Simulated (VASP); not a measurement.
Here is a VASP 6.6.1 calculation.

Contents of POSCAR:

```
MgO
1.0
    0.0000000000      2.0992477386      2.0992477386
    2.0992477386      0.0000000000      2.0992477386
    2.0992477386      2.0992477386      0.0000000000
Mg O
1 1
Direct
    0.0000000000      0.0000000000      0.0000000000
    0.5000000000      0.5000000000      0.5000000000
```

The input INCAR.step1:

```
PREC = Accurate
ENCUT = 660
ISMEAR = 0
SIGMA = 0.02
LREAL = F
LASPH = T
NELM = 120
NBANDS = 11
GGA = PE
ALGO = Normal
EDIFF = 1E-5
LWAVE = T
LCHARG = F
GGA_COMPAT = F
```

The input INCAR.step2:

```
PREC = Accurate
ENCUT = 660
EDIFF = 1E-6
ISMEAR = 0
SIGMA = 0.02
LREAL = F
LASPH = T
NELM = 120
ALGO = Normal
ISIF = 2
LWAVE = F
LCHARG = F
METAGGA = R2SCAN
LMIXTAU = T
LUSE_VDW = T
IVDW_NL = 2
BPARAM = 11.95
CPARAM = 0.0093
NBANDS = 11
ISTART = 1
GGA_COMPAT = F
```

KPOINTS

```
regular mesh
0
Gamma
  10 10 10
```

Potentials or basis: VASP PAW PBE potentials, release 64 (Mg, O).

Command:

```bash
$ cat potpaw_PBE.64/Mg/POTCAR potpaw_PBE.64/O/POTCAR > POTCAR
$ cp INCAR.step1 INCAR
$ mpirun -np 1 vasp_std > vasp.out
$ cp INCAR.step2 INCAR
$ mpirun -np 1 vasp_std > vasp.out
```

Question: Predict the band gap on the k mesh.

Answer: 5.66 eV.

Question: Estimate the pressure.

Answer: -1.7 GPa.

Caveat: the PAW data sets were made with another functional, which shifts forces and pressure a little.
